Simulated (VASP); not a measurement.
Runs of VASP 6.6.1 on Al4GeRu. The structure is that of space group F-43m (No. 216), or close to it. The cells are those of the table. 

```tsv
task	spin	cell	k mesh	cutoff (eV)	gap on the mesh (eV)	pressure (GPa)	relaxed volume (Å³/atom)	largest force (eV/Å)
relaxation of cell and atoms	off	relaxed from a = 5.150 Å, angles 60.0°, 6 atoms	10 × 10 × 10	600	none	0.0	15.99	-
single point	collinear, ferromagnetic start	a = 5.150 Å, angles 60.0°, 6 atoms	4 × 4 × 4	520	none	-0.2	-	0.02
single point	off	a = 5.150 Å, angles 60.0°, 6 atoms	4 × 4 × 4	520	none	-0.2	-	0.02
single point	off	a = 5.138 Å, angles 60.0°, 6 atoms	10 × 10 × 10	520	none	0.0	-	-
relaxation of cell and atoms	off	relaxed from a = 5.299 Å, angles 60.0°, 6 atoms	4 × 4 × 4	600	none	0.1	16.05	0.03
single point	off	a = 5.299 Å, angles 60.0°, 6 atoms	4 × 4 × 4	520	none	-7.2	-	(a)
```

Alike in all rows: level PBE; potentials or basis VASP PAW PBE potentials, release 64 (Al, Ge_d, Ru_pv); smearing gaussian 0.1 eV.

Question: Fill in the values left out.

Answer: (a) 0.37.

Caveats: some runs use coarse meshes.

A k mesh can miss the band edges, and the runs leave out spin-orbit coupling on Ge, Ru.

A gap of «none» marks levels without a gap at the run's occupations.
